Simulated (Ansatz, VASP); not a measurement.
**One calculation of B, two programs**

```
B
1.0
     1.88560    0.00000    0.00000
     0.00000    1.88560    0.00000
     0.00000    0.00000    1.88560
B
1
Cartesian
  0.0000 0.0000 0.0000
```

Alike in both runs: functional r2SCAN; k mesh 28 × 28 × 28; occupations gaussian, width 0.1 eV; no spin polarisation.

Ansatz relaxed the structure, and its values are those at the end. VASP's run is a single point on that final structure, the one shown.

```csv
,VASP,Ansatz
version,VASP 6.6.1,Ansatz 0.2.0
potentials or method,"VASP PAW PBE potentials, release 64 (B), cutoff 520 eV","scalar-relativistic, plane waves, PAW"
valence electrons in the cell,3,3
```

|  | VASP | Ansatz | Ansatz less VASP |
| --- | --- | --- | --- |
| gap on the k mesh at the Fermi level (eV) | none | none | - |
| pressure (GPa) | 0.0 | 0.0 | -0.03 |

VASP's potentials were made for PBE, not for r2SCAN. A gap of «none» marks a metal or a gap that the smearing closes.
